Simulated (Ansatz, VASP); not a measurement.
## HfN2 in VASP and in Ansatz

INCAR

```
PREC     = Accurate       # precision mode
ENCUT    = 520            # plane-wave cutoff, eV
EDIFF    = 1E-6           # SCF threshold, eV
ISMEAR   = 0              # smearing method
SIGMA    = 0.1            # smearing width, eV
LREAL    = False          # projectors in reciprocal space
LASPH    = True           # aspherical terms in the spheres
NELM     = 100            # most SCF steps
ALGO     = Normal         # electronic algorithm
ISIF     = 2              # what is computed and relaxed
LWAVE    = False          # write WAVECAR
LCHARG   = False          # write CHGCAR
GGA      = PE             # functional
NBANDS   = 17             # bands
```

KPOINTS

```
Automatic mesh
0
Gamma
  6 6 6
```

File POSCAR:

```
HfN2
1.0
    0.0000000000      2.5447244617      2.5447244617
    2.5447244617      0.0000000000      2.5447244617
    2.5447244617      2.5447244617      0.0000000000
Hf N
1 2
Direct
    0.0000000000      0.0000000000      0.0000000000
    0.2500000000      0.2500000000      0.2500000000
    0.7500000000      0.7500000000      0.7500000000
```

Input for Ansatz:

```yaml
crystal:
  lattice:
    - [0.0, 2.5447244617, 2.5447244617]
    - [2.5447244617, 0.0, 2.5447244617]
    - [2.5447244617, 2.5447244617, 0.0]
  atoms:
    - { symbol: Hf, position: [0.0, 0.0, 0.0] }
    - { symbol: "N", position: [0.25, 0.25, 0.25] }
    - { symbol: "N", position: [0.75, 0.75, 0.75] }
basis:
  ecutwfc: 420
kpoints:
  mp_grid: { grid: [6, 6, 6] }
hamiltonian:
  xc: pbe
scf:
  occupations: { method: gaussian, width: 0.1 }
  lower_state_search: "off"
output:
  forces: true
  stress: true
  eigenvalues: true
```

Alike in both runs: task single point; functional PBE; k mesh 6 × 6 × 6; occupations gaussian, width 0.1 eV; no spin polarisation.

|  | VASP | Ansatz |
| --- | --- | --- |
| version | VASP 6.6.1 | Ansatz 0.2.0 |
| potentials or method | VASP PAW PBE potentials, release 64 (Hf_pv, N), cutoff 520 eV | scalar-relativistic, plane waves, PAW |
| valence electrons in the cell | 20 | 36 |

```csv
,VASP,Ansatz,Ansatz less VASP
gap on the k mesh at the Fermi level (eV),none,none,-
pressure (GPa),12.3,14.3,+1.97
```

A gap of «none» marks a metal or a gap that the smearing closes. The functional is the same, so the differences come from potentials, cutoffs and numerics. VASP's potentials hold 20 valence electrons a cell and Ansatz's 36, so a difference there can come from the potentials and not from the codes.

Spin-orbit coupling is off throughout.
